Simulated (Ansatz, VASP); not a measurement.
# Two plane-wave programs on Rb

```xyz
1
Lattice="0.0000 3.3968 3.3968 3.3968 0.0000 3.3968 3.3968 3.3968 0.0000" Properties=species:S:1:pos:R:3 pbc="T T T"
Rb    0.0000    0.0000    0.0000
```

Alike in both runs: functional LDA; k mesh 8 × 8 × 8; occupations fermi-dirac, width 0.1 eV; no spin polarisation.

Ansatz relaxed the structure, and its values are those at the end. VASP's run is a single point on that final structure, the one shown.

```csv
,VASP,Ansatz
version,VASP 6.6.1,Ansatz 0.2.0
potentials or method,"VASP PAW LDA potentials, release 64 (Rb_sv), cutoff 520 eV","plane waves (420 eV) with PAW, scalar-relativistic"
valence electrons in the cell,9,9
```

|  | VASP | Ansatz | Ansatz less VASP |
| --- | --- | --- | --- |
| pressure (GPa) | 0.0 | 0.0 | 0.00 |

Ansatz warns that its potentials were made for another functional, while VASP's fit it. LDA's correlation is that of Perdew and Zunger in VASP and of Perdew and Wang (1992) in Ansatz.
